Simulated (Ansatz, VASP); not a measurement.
Cu in VASP and in Ansatz

```
CELL_PARAMETERS angstrom
-1.44279 1.44279 1.39672
1.44279 -1.44279 1.39672
1.44279 1.44279 -1.39672
ATOMIC_POSITIONS crystal
Cu 0.00000 0.00000 0.00000
```

Change from the starting cell: strain +0.000 along x and y, +0.015 along z, atoms carried along.

Alike in both runs: task single point; functional r2SCAN; k mesh 24 × 24 × 24; occupations gaussian, width 0.15 eV; no spin polarisation.

|  | VASP | Ansatz |
| --- | --- | --- |
| version | VASP 6.6.1 | Ansatz 0.2.0 |
| potentials or method | VASP PAW PBE potentials, release 64 (Cu), cutoff 520 eV | scalar-relativistic, plane waves, PAW |
| valence electrons in the cell | 11 | 19 |

Ansatz gave:

| Quantity | Value |
| --- | --- |
| gap on the k mesh at the Fermi level (eV) | none |
| pressure (GPa) | -2.1 |
| traceless stress, the component that is largest in VASP (GPa) | -0.04 |

**Question.** Estimate VASP's values.

**Answer.** gap on the k mesh at the Fermi level (eV): none; pressure (GPa): -1.4; traceless stress, the component that is largest in VASP (GPa): -0.10.

VASP's potentials were made for PBE, not for r2SCAN. A gap of «none» marks a metal or a gap that the smearing closes. The functional is the same, so the differences come from potentials, cutoffs and numerics. VASP's potentials hold 11 valence electrons a cell and Ansatz's 19, so a difference there can come from the potentials and not from the codes.
